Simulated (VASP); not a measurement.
# Sb in VASP: further runs

Aim: see how the results for Sb move with the level of theory and the settings. Levels: BLYP, r2SCAN. Tasks: single point.

Program: VASP 6.6.1. These are calculated values, not measurements. Logs are shortened: lines on timing, memory, paths and dates and some standing lists are left out, and cuts for length are marked.

### Step 1. The cell of the first run

The cell holds a slab with vacuum, 6 atoms: a = 3.369 Å, b = 3.369 Å, c = 28.325 Å, α = 90.00°, β = 90.00°, γ = 120.00°.

### Step 2. Single point, BLYP

INCAR reads:

```
SYSTEM = Sb
AGGAC = 1.0
AGGAX = 1.0
ALDAC = 0.0
ALDAX = 1.0
ALGO = Normal
DIPOL = 0.5 0.5 0.500
EDIFF = 1E-6
ENCUT = 520
GGA = B5
IDIPOL = 3
ISIF = 2
ISMEAR = -1
LASPH = .True.
LCHARG = .True.
LDIPOL = .True.
LELF = .True.
LREAL = .False.
LVACPOTAV = .True.
LVHAR = .True.
LWAVE = .False.
NBANDS = 24
NELM = 80
PREC = Accurate
SIGMA = 0.05
```

KPOINTS reads:

```
k-points
0
Gamma
  9 9 1
  0 0 0
```

POSCAR reads:

```
Sb
1.0
    3.3690001795      0.0000000000      0.0000000000
   -1.6845000897      2.9176397408      0.0000000000
    0.0000000000      0.0000000000     28.3250000000
Sb
6
Direct
    0.6666666667      0.3333333334      0.2647837599
    0.3333333333      0.6666666666      0.3588702560
    0.6666666667      0.3333333334      0.4529567520
    0.3333333333      0.6666666666      0.5470432480
    0.6666666667      0.3333333334      0.6411297440
    0.3333333333      0.6666666666      0.7352162401
```

Potentials or basis: VASP PAW PBE potentials, release 64 (Sb).

Launch:

```sh
$ cat potpaw_PBE.64/Sb/POTCAR > POTCAR
$ mpirun -np 1 vasp_std > vasp.out
```

OUTCAR:

```text
SYSTEM = Sb
   EDIFF = 1E-6
   ENCUT = 520
   GGA = B5
   ISIF = 2
   ISMEAR = -1
   LASPH = .True.
   LREAL = .False.
   NELM = 80
   PREC = Accurate

 ion  position               nearest neighbor table
   1  0.667  0.333  0.265-   2 3.30   2 3.30   2 3.30
   2  0.333  0.667  0.359-   3 3.30   3 3.30   3 3.30   1 3.30   1 3.30   1 3.30
   3  0.667  0.333  0.453-   2 3.30   4 3.30   2 3.30   4 3.30   2 3.30   4 3.30
   4  0.333  0.667  0.547-   5 3.30   3 3.30   5 3.30   3 3.30   5 3.30   3 3.30
   5  0.667  0.333  0.641-   4 3.30   4 3.30   4 3.30   6 3.30   6 3.30   6 3.30
   6  0.333  0.667  0.735-   5 3.30   5 3.30   5 3.30

  LATTYP: Found a hexagonal cell.
 ALAT       =     3.3690001795
 C/A-ratio  =     8.4075388812

  Lattice vectors:

 A1 = (   3.3690001795,   0.0000000000,   0.0000000000)
 A2 = (  -1.6845000897,   2.9176397408,   0.0000000000)
 A3 = (   0.0000000000,   0.0000000000,  28.3250000000)

Analysis of symmetry for initial positions (statically):
=====================================================================
 Subroutine PRICEL returns:
 Original cell was already a primitive cell.

 Routine SETGRP: Setting up the symmetry group for a
 hexagonal supercell.

 Subroutine GETGRP returns: Found 12 space group operations
 (whereof 12 operations were pure point group operations)
 out of a pool of 24 trial point group operations.

The static configuration has the point symmetry D_3d.

Analysis of symmetry for dynamics (positions and initial velocities):
=====================================================================
 Subroutine PRICEL returns:
 Original cell was already a primitive cell.

 Routine SETGRP: Setting up the symmetry group for a
 hexagonal supercell.

 Subroutine GETGRP returns: Found 12 space group operations
 (whereof 12 operations were pure point group operations)
 out of a pool of 24 trial point group operations.

The dynamic configuration has the point symmetry D_3d.

 Subroutine INISYM returns: Found 12 space group operations
 (whereof 12 operations are pure point group operations),
 and found     1 'primitive' translations

----------------------------------------------------------------------------------------

                                     Primitive cell

  volume of cell :     278.4214

  direct lattice vectors                    reciprocal lattice vectors
     3.369000179  0.000000000  0.000000000     0.296823968  0.171371398  0.000000000
    -1.684500090  2.917639741  0.000000000     0.000000000  0.342742795  0.000000000
     0.000000000  0.000000000 28.325000000     0.000000000  0.000000000  0.035304501

  length of vectors
     3.369000179  3.369000179 28.325000000     0.342742795  0.342742795  0.035304501

  position of ions in fractional coordinates (direct lattice)
     0.666666667  0.333333333  0.264783760
     0.333333333  0.666666667  0.358870256
     0.666666667  0.333333333  0.452956752
     0.333333333  0.666666667  0.547043248
     0.666666667  0.333333333  0.641129744
     0.333333333  0.666666667  0.735216240

  ion indices of the primitive-cell ions
   primitive index   ion index
                 1           1
                 2           2
                 3           3
                 4           4
                 5           5
                 6           6

----------------------------------------------------------------------------------------

 KPOINTS: k-points

Automatic generation of k-mesh.
 Grid dimensions read from file:
 generate k-points for:    9    9    1

 Generating k-lattice:

  Cartesian coordinates                     Fractional coordinates (reciprocal lattice)
     0.032980441  0.019041266  0.000000000     0.111111111 -0.000000000  0.000000000
     0.000000000  0.038082533  0.000000000     0.000000000  0.111111111  0.000000000
     0.000000000  0.000000000  0.035304501     0.000000000  0.000000000  1.000000000

  Length of vectors
     0.038082533  0.038082533  0.035304501

  Shift w.r.t. Gamma in fractional coordinates (k-lattice)
     0.000000000  0.000000000  0.000000000

 Subroutine IBZKPT returns following result:
 ===========================================

 Found     12 irreducible k-points:

 Following reciprocal coordinates:
            Coordinates               Weight
  0.000000  0.000000  0.000000      1.000000
  0.111111  0.000000  0.000000      6.000000
  0.222222  0.000000  0.000000      6.000000
  0.333333 -0.000000  0.000000      6.000000
  0.444444  0.000000  0.000000      6.000000
  0.111111  0.111111  0.000000      6.000000
  0.222222  0.111111  0.000000     12.000000
  0.333333  0.111111  0.000000     12.000000
  0.444444  0.111111  0.000000      6.000000
  0.222222  0.222222  0.000000      6.000000
  0.333333  0.222222  0.000000     12.000000
  0.333333  0.333333  0.000000      2.000000
   k-points           NKPTS =     12   k-points in BZ     NKDIM =     12   number of bands    NBANDS=     24
   number of dos      NEDOS =    301   number of ions     NIONS =      6
   total plane-waves  NPLWV = 169344
   dimension x,y,z NGX =    28 NGY =   28 NGZ =  216
   dimension x,y,z NGXF=    56 NGYF=   56 NGZF=  432
   ions per type =               6
   NGX,Y,Z   is equivalent  to a cutoff of  13.82, 13.82, 12.68 a.u.
   NGXF,Y,Z  is equivalent  to a cutoff of  27.63, 27.63, 25.36 a.u.
 SYSTEM =  Sb
   PREC   = accura    normal or accurate (medium, high low for compatibility)
   ISTART =      0    job   : 0-new  1-cont  2-samecut
   ICHARG =      2    charge: 1-file 2-atom 10-const
   ISPIN  =      1    spin polarized calculation?
   LNONCOLLINEAR =      F non collinear calculations
   LSORBIT =      F    spin-orbit coupling
   LASPH  =      T    aspherical Exc in radial PAW
   ENCUT  =  520.0 eV  38.22 Ry    6.18 a.u.   6.26  6.26 52.67*2*pi/ulx,y,z
   NELM   =     80;   NELMIN=  2; NELMDL= -5     # of ELM steps
   EDIFF  = 0.1E-05   stopping-criterion for ELM
   LREAL  =      F    real-space projection
   EDIFFG = 0.1E-04   stopping-criterion for IOM
   NSW    =      0    number of steps for IOM
   IBRION =     -1    ionic relax: 0-MD 1-quasi-New 2-CG
   NFREE  =      0    steps in history (QN), initial steepest desc. (CG)
   ISIF   =      2    stress and relaxation
   ISYM   =      2    0-nonsym 1-usesym 2-fastsym
   POTIM  = 0.5000    time-step for ionic-motion
   TEBEG  =    0.0;   TEEND  =   0.0 temperature during run
   PSTRESS=    0.0 pullay stress
   NELECT =      30.0000    total number of electrons
   NUPDOWN=      -1.0000    fix difference up-down
   EMIN   =  10.00;   EMAX   =-10.00  energy-range for DOS
   EFERMI =   0.00;   METHOD = LEGACY
   ISMEAR =    -1;   SIGMA  =   0.05  broadening in eV -4-tet -1-fermi 0-gaus
   EFERMI_NEDOS =   21; number of points for ismear=-14 and -15
   IALGO  =     38    algorithm
   IMIX   =      4    mixing-type and parameters
     AMIX     =   0.40;   BMIX     =  1.00
     AMIX_MAG =   1.60;   BMIX_MAG =  1.00
  volume/ion in A,a.u.               =      46.40       313.15
  Fermi-wavevector in a.u.,A,eV,Ry     =   0.779018  1.472131  8.256963  0.606870
  Thomas-Fermi vector in A             =   1.882035
   LORBIT       =      0    0 simple, 1 ext, 2 COOP (PROOUT), +10 PAW based schemes
   GGA     = B5    functional components
   LHFCALC =     F    Hartree Fock is set to
   AEXX    =    0.0000 exact exchange contribution
   IVDW    =     0    specifies the selected vdW correction
   LEPSILON=     F    determine dielectric tensor
   LRPA    =     F    only Hartree local field effects (RPA)
 non-spin polarized calculation
  energy-cutoff  :      520.00
  volume of cell :      278.42
 maximum number of plane-waves:      7521
 NGX is ok and might be reduce to    28
   NGX = 13   NGY = 13   NGZ =105

 dipolmoment           0.000000      0.000000      0.000000 electrons x Angstroem

 number of electron      30.0000000 magnetization

 dipolmoment           0.000000      0.000000     -0.000000 electrons x Angstroem

 Free energy of the ion-electron system (eV)
  ---------------------------------------------------
  ext. energy  EPLUGINS =         0.00000000
  ---------------------------------------------------
  free energy    TOTEN  =       -17.38162748 eV

  energy without entropy =      -17.33693608  energy(sigma->0) =      -17.35928178

 E-fermi :   3.5245     XC(G=0):  -5.9696

 val. band max:        3.4958792096   @ k =   0.3333  -0.0000   0.0000
 cond. band min:       3.5361963079   @ k =   0.3333   0.2222   0.0000
 fundamental gap:      0.0403170982
 Fermi energy:         3.5245459106

 k-point     1 :       0.0000    0.0000    0.0000
  band No.  band energies     occupation
      1      -9.4497      2.00000
      2      -9.0397      2.00000
      3      -8.4004      2.00000
      4      -7.5748      2.00000
      5      -6.6170      2.00000
      6      -5.7823      2.00000
[... 16 lines left out ...]
     23       8.4378      0.00000
     24       8.4379      0.00000

 k-point     2 :       0.1111    0.0000    0.0000
  band No.  band energies     occupation
      1      -9.2347      2.00000
      2      -8.8257      2.00000
      3      -8.1886      2.00000
      4      -7.3670      2.00000
      5      -6.4171      2.00000
      6      -5.5943      2.00000
[... 16 lines left out ...]
     23       7.6891      0.00000
     24       8.2567      0.00000

 k-point     3 :       0.2222    0.0000    0.0000
  band No.  band energies     occupation
      1      -8.5959      2.00000
      2      -8.1910      2.00000
      3      -7.5619      2.00000
      4      -6.7560      2.00000
      5      -5.8366      2.00000
      6      -5.0607      2.00000
[... 16 lines left out ...]
     23       7.5751      0.00000
     24       8.1162      0.00000
[... 190 lines left out ...]
 k-point    11 :       0.3333    0.2222    0.0000
  band No.  band energies     occupation
      1      -5.7549      2.00000
      2      -5.4261      2.00000
      3      -4.9643      2.00000
      4      -4.5095      2.00000
      5      -4.2040      2.00000
      6      -4.1871      2.00000
[... 16 lines left out ...]
     23       5.9264      0.00000
     24       6.2551      0.00000

 k-point    12 :       0.3333    0.3333    0.0000
  band No.  band energies     occupation
      1      -4.7809      2.00000
      2      -4.7809      2.00000
      3      -4.6096      2.00000
      4      -4.6096      2.00000
      5      -4.2361      2.00000
      6      -4.2361      2.00000
[... 16 lines left out ...]
     23       6.1574      0.00000
     24       6.1574      0.00000

------------------------ aborting loop because EDIFF is reached ----------------------------------------

  FORCE on cell =-STRESS in cart. coord.  units (eV):
  Direction    XX          YY          ZZ          XY          YZ          ZX
  --------------------------------------------------------------------------------------
  -------------------------------------------------------------------------------------
  Total        6.9522653      6.9522653      6.0613767      0.0000000      0.0000000     -0.0000000
  in kB       40.0068446     40.0068446     34.8802218      0.0000000      0.0000000     -0.0000000
  external PRESSURE =      38.2979704 kB  Pullay stress =       0.0000000 kB

 VOLUME and BASIS-vectors are now :
 -----------------------------------------------------------------------------
  energy-cutoff  :      520.00
  volume of cell :      278.42
      direct lattice vectors                 reciprocal lattice vectors
     3.369000179  0.000000000  0.000000000     0.296823968  0.171371398  0.000000000
    -1.684500090  2.917639741  0.000000000     0.000000000  0.342742795  0.000000000
     0.000000000  0.000000000 28.325000000     0.000000000  0.000000000  0.035304501

 POSITION                                       TOTAL-FORCE (eV/Angst)
 -----------------------------------------------------------------------------------
      1.68450      0.97255      7.50000         0.000000      0.000000     -0.265971
      0.00000      1.94509     10.16500         0.000000     -0.000000     -0.296544
      1.68450      0.97255     12.83000        -0.000000     -0.000000     -0.061620
      0.00000      1.94509     15.49500         0.000000      0.000000      0.061620
      1.68450      0.97255     18.16000        -0.000000      0.000000      0.296544
      0.00000      1.94509     20.82500        -0.000000     -0.000000      0.265971
 -----------------------------------------------------------------------------------
    total drift:                                0.000000     -0.000000     -0.000000

  FREE ENERGIE OF THE ION-ELECTRON SYSTEM (eV)
  ---------------------------------------------------
  free  energy   TOTEN  =       -17.3816274780 eV

  energy  without entropy=      -17.3369360848  energy(sigma->0) =      -17.35928178

 vacuum level on the upper side and lower side of the slab         7.493         7.493
```

Run time: 2.4 min. Hardware: 1 thread of Intel Xeon 6975P-C (Granite Rapids), shared host; peak memory 0.41 GiB.

Results:

* Free energy: -17.3816 eV
* Largest force: 0.297 eV/Å
* Band gap on the k mesh: zero (band 15 reaches 7.19 eV, above the bottom of band 16 at 1.21 eV)

Forces in eV/Å, atoms in the order of the input:
```
Sb   0.000  0.000 -0.266
Sb   0.000  0.000 -0.297
Sb   0.000  0.000 -0.062
Sb   0.000  0.000  0.062
Sb   0.000  0.000  0.297
Sb   0.000  0.000  0.266
```

Caveat: the PAW data sets were made with another functional, which shifts forces and pressure a little; spin-orbit coupling is left out, which moves the levels of the heavy elements.

### Step 3. Single point, r2SCAN

POSCAR is that of step 2.

INCAR.step1 reads:

```
  PREC = Accurate
  ENCUT = 520
  ISMEAR = -1
  SIGMA = 0.05
  LREAL = F
  LASPH = T
  NELM = 60
  LDIPOL = T
  IDIPOL = 3
  DIPOL = 0.5 0.5 0.500
  NBANDS = 24
  GGA = PE
  ALGO = Normal
  EDIFF = 1E-4
  LWAVE = T
  LCHARG = F
```

INCAR.step2 reads:

```
  PREC = Accurate
  ENCUT = 520
  EDIFF = 1E-7
  ISMEAR = -1
  SIGMA = 0.05
  LREAL = F
  LASPH = T
  NELM = 60
  ALGO = Normal
  ISIF = 2
  LWAVE = F
  LCHARG = F
  LDIPOL = T
  IDIPOL = 3
  DIPOL = 0.5 0.5 0.500
  METAGGA = R2SCAN
  LMIXTAU = T
  NBANDS = 24
  ISTART = 1
```

KPOINTS reads:

```
Automatic mesh
0
Gamma
  9 9 1
```

Potentials or basis: VASP PAW PBE potentials, release 64 (Sb).

Launch:

```sh
$ cat potpaw_PBE.64/Sb/POTCAR > POTCAR
$ cp INCAR.step1 INCAR
$ mpirun -np 1 vasp_std > vasp.out
$ cp INCAR.step2 INCAR
$ mpirun -np 1 vasp_std > vasp.out
```

Wall time 9.3 min (1 thread of Intel Xeon 6975P-C (Granite Rapids), shared host); peak memory 0.46 GiB.

Results (log left out):

```
Free energy            : -151.3386 eV
Largest force          : 0.377 eV/Å
Band gap on the k mesh : zero (band 15 reaches 7.07 eV, above the bottom of band 16 at 0.61 eV)
```

Forces on the atoms (eV/Å):
```
Sb   0.000  0.000  0.280
Sb   0.000  0.000 -0.377
Sb   0.000  0.000 -0.049
Sb   0.000  0.000  0.049
Sb   0.000  0.000  0.377
Sb   0.000  0.000 -0.280
```

Levels at points of the mesh, in eV from the Fermi level:
```csv
k point,band 13,band 14,band 15,band 16,band 17,band 18
"(0.00, 0.00, 0.00)",3.65,3.99,3.99,3.99,4.25,4.47
```

Caveat: the PAW data sets were made with another functional, which shifts forces and pressure a little; spin-orbit coupling is left out, which moves the levels of the heavy elements.
